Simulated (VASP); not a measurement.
# Li27HN in VASP: single point with PBE

Aim: the single point of Li27HN with PBE.

Program: VASP 6.6.1. These are calculated values, not measurements. Logs are shortened: lines on timing, memory, paths and dates and some standing lists are left out, and cuts for length are marked.

**1. The cell of the first run**

The cell holds a slab with vacuum, 29 atoms: a = 10.470 Å, b = 10.470 Å, c = 16.490 Å, α = 90.00°, β = 90.00°, γ = 90.00°.

**2. Single point, PBE**

Contents of INCAR:

```
PREC = Accurate
ENCUT = 520
EDIFF = 1E-6
ISMEAR = 0
SIGMA = 0.15
LREAL = Auto
LASPH = T
NELM = 60
ALGO = Normal
ISIF = 2
LWAVE = F
LCHARG = F
GGA = PE
NBANDS = 64
```

Contents of KPOINTS:

```
regular mesh
0
Gamma
  2 2 1
```

Contents of POSCAR:

```
Li27HN
1.0
   10.4700000000      0.0000000000      0.0000000000
    0.0000000000     10.4700000000      0.0000000000
    0.0000000000      0.0000000000     16.4900000000
Li N H
27 1 1
Direct
    0.0000000000      0.0000000000      0.0606428138
    0.3333333333      0.0000000000      0.0606428138
    0.6666666667      0.0000000000      0.0606428138
    0.0000000000      0.3333333333      0.0606428138
    0.3333333333      0.3333333333      0.0606428138
    0.6666666667      0.3333333333      0.0606428138
    0.0000000000      0.6666666667      0.0606428138
    0.3333333333      0.6666666667      0.0606428138
    0.6666666667      0.6666666667      0.0606428138
    0.1676079274      0.1566337154      0.1611766525
    0.4898359121      0.1667443171      0.1643350515
    0.8382265521      0.1689353391      0.1653901759
    0.1471894938      0.4973002865      0.1679338387
    0.4957212989      0.5024390640      0.1648967859
    0.8448061127      0.4995065903      0.1756095209
    0.1681461318      0.8447232092      0.1617104306
    0.4843793696      0.8286355301      0.1672453608
    0.8335117479      0.8362195798      0.1649958156
    0.0011063992      0.0032369628      0.2685077016
    0.3282266476      0.0025348615      0.2716265616
    0.6635509074      0.0016081184      0.2637449363
    0.0230261700      0.3443174785      0.2681502729
    0.2958454632      0.3551351480      0.2687249848
    0.6546924546      0.3297522445      0.2634601577
    0.0108250239      0.6635717287      0.2642006064
    0.2693287488      0.6298761223      0.2750664039
    0.6548957975      0.6700224451      0.2659892662
    1.1202155683      0.5063566380      0.2784679806
    1.0858172875      0.5055765043      0.3374236507
```

Potentials or basis: VASP PAW PBE potentials, release 64 (Li_sv, N, H).

Started as:

```
> cat potpaw_PBE.64/Li_sv/POTCAR potpaw_PBE.64/N/POTCAR potpaw_PBE.64/H/POTCAR > POTCAR
> mpirun -np 1 vasp_std > vasp.out
```

OUTCAR:

```text
PREC = Accurate
   ENCUT = 520
   EDIFF = 1E-6
   ISMEAR = 0
   LREAL = Auto
   LASPH = T
   NELM = 60
   ISIF = 2
   GGA = PE

 ion  position               nearest neighbor table
   1  0.000  0.000  0.061-
   2  0.333  0.000  0.061-
   3  0.667  0.000  0.061-
   4  0.000  0.333  0.061-
   5  0.333  0.333  0.061-
   6  0.667  0.333  0.061-
   7  0.000  0.667  0.061-
   8  0.333  0.667  0.061-
   9  0.667  0.667  0.061-
  10  0.168  0.157  0.161-
  11  0.490  0.167  0.164-
  12  0.838  0.169  0.165-
  13  0.147  0.497  0.168-  28 1.85  26 2.59
  14  0.496  0.502  0.165-
  15  0.845  0.500  0.176-
  16  0.168  0.845  0.162-
  17  0.484  0.829  0.167-
  18  0.834  0.836  0.165-
  19  0.001  0.003  0.269-
  20  0.328  0.003  0.272-
  21  0.664  0.002  0.264-
  22  0.023  0.344  0.268-  28 1.99
  23  0.296  0.355  0.269-
  24  0.655  0.330  0.263-
  25  0.011  0.664  0.264-  28 2.02
  26  0.269  0.630  0.275-  28 2.03  13 2.59
  27  0.655  0.670  0.266-
  28  0.120  0.506  0.278-  29 1.04  13 1.85  22 1.99  25 2.02  26 2.03
  29  0.086  0.506  0.337-  28 1.04

  LATTYP: Found a simple tetragonal cell.
 ALAT       =    10.4700000000
 C/A-ratio  =     1.5749761223

  Lattice vectors:

 A1 = (  10.4700000000,   0.0000000000,   0.0000000000)
 A2 = (   0.0000000000,  10.4700000000,   0.0000000000)
 A3 = (   0.0000000000,   0.0000000000,  16.4900000000)

Analysis of symmetry for initial positions (statically):
=====================================================================
 Subroutine PRICEL returns:
 Original cell was already a primitive cell.

 Routine SETGRP: Setting up the symmetry group for a
 simple tetragonal supercell.

 Subroutine GETGRP returns: Found  1 space group operations
 (whereof  1 operations were pure point group operations)
 out of a pool of 16 trial point group operations.

The static configuration has the point symmetry C_1 .
[... 138 lines left out ...]
   ISTART =      0    job   : 0-new  1-cont  2-samecut
   ICHARG =      2    charge: 1-file 2-atom 10-const
   ISPIN  =      1    spin polarized calculation?
   LNONCOLLINEAR =      F non collinear calculations
   LSORBIT =      F    spin-orbit coupling
   LASPH  =      T    aspherical Exc in radial PAW
   ENCUT  =  520.0 eV  38.22 Ry    6.18 a.u.  19.47 19.47 30.66*2*pi/ulx,y,z
   NELM   =     60;   NELMIN=  2; NELMDL= -5     # of ELM steps
   EDIFF  = 0.1E-05   stopping-criterion for ELM
   LREAL  =      T    real-space projection
   EDIFFG = 0.1E-04   stopping-criterion for IOM
   NSW    =      0    number of steps for IOM
   IBRION =     -1    ionic relax: 0-MD 1-quasi-New 2-CG
   NFREE  =      0    steps in history (QN), initial steepest desc. (CG)
   ISIF   =      2    stress and relaxation
   ISYM   =      2    0-nonsym 1-usesym 2-fastsym
   POTIM  = 0.5000    time-step for ionic-motion
   TEBEG  =    0.0;   TEEND  =   0.0 temperature during run
   PSTRESS=    0.0 pullay stress
   NELECT =      87.0000    total number of electrons
   NUPDOWN=      -1.0000    fix difference up-down
   EMIN   =  10.00;   EMAX   =-10.00  energy-range for DOS
   EFERMI =   0.00;   METHOD = LEGACY
   ISMEAR =     0;   SIGMA  =   0.15  broadening in eV -4-tet -1-fermi 0-gaus
   EFERMI_NEDOS =   21; number of points for ismear=-14 and -15
   IALGO  =     38    algorithm
   IMIX   =      4    mixing-type and parameters
     AMIX     =   0.40;   BMIX     =  1.00
     AMIX_MAG =   1.60;   BMIX_MAG =  1.00
  volume/ion in A,a.u.               =      62.33       420.64
  Fermi-wavevector in a.u.,A,eV,Ry     =   0.595493  1.125318  4.824786  0.354612
  Thomas-Fermi vector in A             =   1.645478
   LORBIT       =      0    0 simple, 1 ext, 2 COOP (PROOUT), +10 PAW based schemes
   GGA     = PE    functional components
   LHFCALC =     F    Hartree Fock is set to
   AEXX    =    0.0000 exact exchange contribution
   IVDW    =     0    specifies the selected vdW correction
   LEPSILON=     F    determine dielectric tensor
   LRPA    =     F    only Hartree local field effects (RPA)
 non-spin polarized calculation
 Gauss-broadening in eV      SIGMA  =   0.15
  energy-cutoff  :      520.00
  volume of cell :     1807.65
 maximum number of plane-waves:     48725
 NGX is ok and might be reduce to    80
   NGX = 39   NGY = 39   NGZ = 61

 number of electron      87.0000059 magnetization

 Free energy of the ion-electron system (eV)
  ---------------------------------------------------
  ext. energy  EPLUGINS =         0.00000000
  ---------------------------------------------------
  free energy    TOTEN  =       -58.77914696 eV

  energy without entropy =      -58.60920880  energy(sigma->0) =      -58.69417788

 E-fermi :  -1.6558     XC(G=0):  -3.2353

 val. band max:       -1.6760435982   @ k =   0.0000   0.5000   0.0000
 cond. band min:      -1.6391270650   @ k =   0.0000   0.5000   0.0000
 fundamental gap:      0.0369165332
 Fermi energy:        -1.6558041898

 k-point     1 :       0.0000    0.0000    0.0000
  band No.  band energies     occupation
      1     -49.0298      2.00000
      2     -49.0104      2.00000
      3     -49.0019      2.00000
      4     -48.9950      2.00000
      5     -48.9927      2.00000
      6     -48.9837      2.00000
[... 221 lines left out ...]
     54      -0.5809      0.00000
     55      -0.5572      0.00000
 [bands above 55 left out]

------------------------ aborting loop because EDIFF is reached ----------------------------------------

  FORCE on cell =-STRESS in cart. coord.  units (eV):
  Direction    XX          YY          ZZ          XY          YZ          ZX
  --------------------------------------------------------------------------------------
  -------------------------------------------------------------------------------------
  Total       -7.7971979     -7.6355301     -0.0421391      0.4074238     -0.0356435      1.1206864
  in kB       -6.9109082     -6.7676168     -0.0373493      0.3611129     -0.0315920      0.9933005
  external PRESSURE =      -4.5719581 kB  Pullay stress =       0.0000000 kB

 VOLUME and BASIS-vectors are now :
 -----------------------------------------------------------------------------
  energy-cutoff  :      520.00
  volume of cell :     1807.65
      direct lattice vectors                 reciprocal lattice vectors
    10.470000000  0.000000000  0.000000000     0.095510984  0.000000000  0.000000000
     0.000000000 10.470000000  0.000000000     0.000000000  0.095510984  0.000000000
     0.000000000  0.000000000 16.490000000     0.000000000  0.000000000  0.060642814

 POSITION                                       TOTAL-FORCE (eV/Angst)
 -----------------------------------------------------------------------------------
      0.00000      0.00000      1.00000        -0.067909     -0.007333     -0.056555
      3.49000      0.00000      1.00000         0.053939     -0.005690     -0.117146
      6.98000      0.00000      1.00000        -0.044428      0.005813      0.096021
      0.00000      3.49000      1.00000        -0.026655     -0.080054     -0.077697
      3.49000      3.49000      1.00000        -0.017701      0.011487      0.031898
      6.98000      3.49000      1.00000         0.021669      0.007652      0.089719
[... 21 lines left out ...]
      1.25866      5.30155      4.59194         0.332778     -0.055236      0.095974
      0.89851      5.29339      5.56412         0.250900     -0.037348      0.075787
 -----------------------------------------------------------------------------------
    total drift:                               -0.004056      0.003222     -0.015930

  FREE ENERGIE OF THE ION-ELECTRON SYSTEM (eV)
  ---------------------------------------------------
  free  energy   TOTEN  =       -58.7791469590 eV

  energy  without entropy=      -58.6092088005  energy(sigma->0) =      -58.69417788
```

OSZICAR:

```text
N       E                     dE             d eps       ncg     rms          rms(c)
DAV:   1     0.465737836272E+03    0.46574E+03   -0.41114E+04   592   0.109E+03
DAV:   2     0.833461852172E+02   -0.38239E+03   -0.36305E+03   616   0.291E+02
DAV:   3    -0.232787886980E+02   -0.10662E+03   -0.10496E+03   928   0.903E+01
[... 15 lines left out ...]
DAV:  19    -0.587790569295E+02   -0.23419E-03   -0.13700E-05   576   0.887E-03    0.276E-03
DAV:  20    -0.587791333874E+02   -0.76458E-04   -0.35289E-06   512   0.451E-03    0.171E-03
DAV:  21    -0.587791439841E+02   -0.10597E-04   -0.70153E-07   520   0.223E-03    0.569E-04
DAV:  22    -0.587791466332E+02   -0.26490E-05   -0.18258E-07   448   0.138E-03    0.271E-04
DAV:  23    -0.587791469590E+02   -0.32583E-06   -0.94062E-08   440   0.952E-04
   1 F= -.58779147E+02 E0= -.58694178E+02  d E =-.169938E+00
```

stdout:

```text
POSCAR found type information on POSCAR LiN H
 POSCAR found :  3 types and      29 ions
 scaLAPACK will be used
 LDA part: xc-table for (Slater+PW92), standard interpolation
 POSCAR, INCAR and KPOINTS ok, starting setup
 FFT: planning ... GRIDC
 FFT: planning ... GRID_SOFT
 FFT: planning ... GRID
 WAVECAR not read
 entering main loop
```

Run time: 11 min. Hardware: 1 thread of AMD EPYC 9R45 (Zen 5), shared host; peak memory 1.5 GiB.

What came out:

```
Free energy            : -58.7791 eV
Largest force          : 0.351 eV/Å
Band gap on the k mesh : zero (an odd number of electrons rules out a gap without spin polarisation)
```

Forces in eV/Å, atoms in the order of the input:
```
Li  -0.068 -0.007 -0.057
Li   0.054 -0.006 -0.117
Li  -0.044  0.006  0.096
Li  -0.027 -0.080 -0.078
Li  -0.018  0.011  0.032
Li   0.022  0.008  0.090
Li  -0.030  0.084 -0.066
Li  -0.047 -0.023  0.016
Li   0.028 -0.001  0.098
Li  -0.013  0.007 -0.003
Li  -0.038  0.044  0.027
Li   0.004  0.024  0.008
Li   0.011  0.027 -0.071
Li   0.012 -0.006 -0.001
Li  -0.203 -0.014 -0.185
Li  -0.012 -0.011  0.003
Li  -0.008 -0.013  0.009
Li   0.026 -0.041  0.011
Li  -0.008 -0.011  0.001
Li  -0.006  0.012 -0.001
Li   0.006 -0.004 -0.031
Li  -0.056  0.061 -0.025
Li  -0.234  0.184  0.040
Li   0.000  0.008  0.018
Li   0.033 -0.149 -0.013
Li   0.014 -0.013  0.017
Li   0.019 -0.004  0.008
N    0.333 -0.055  0.096
H    0.251 -0.037  0.076
```

Caveat: the cutoff is under 1.25 times the usual one of these potentials, so pressure, stress and relaxed cells hold a basis-set (Pulay) error.
